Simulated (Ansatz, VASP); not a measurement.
# PbS in VASP and in Ansatz

```
Pb S
1.0
     0.00000    2.96575    2.96575
     2.96575    0.00000    2.96575
     2.96575    2.96575    0.00000
Pb S
1 1
Direct
  0.00000 0.00000 0.00000
  0.50000 0.50000 0.50000
```

Alike in both runs: task relaxation of cell and atoms; functional PBEsol; k mesh 5 × 5 × 5; no spin polarisation.

```csv
,VASP,Ansatz
version,VASP 6.6.1,Ansatz 0.2.0
potentials or method,"VASP PAW PBE potentials, release 64 (Pb_d, S), cutoff 500 eV","plane waves, PAW"
occupations,"gaussian, width 0.01 eV",fixed
valence electrons in the cell,20,20
```

Ansatz gave:

```
relaxed volume (Å³/atom)                                     : 25.61
relaxed cell length with the largest relative difference (Å) : 4.168
```

**Question.** Estimate VASP's values.

**Answer.** Relaxed volume (Å³/atom): 25.58; relaxed cell length with the largest relative difference (Å): 4.167.

VASP's potentials were made for PBE, not for PBEsol. Ansatz's warnings: stress scf threshold loose.

Neither program's run includes spin-orbit coupling.
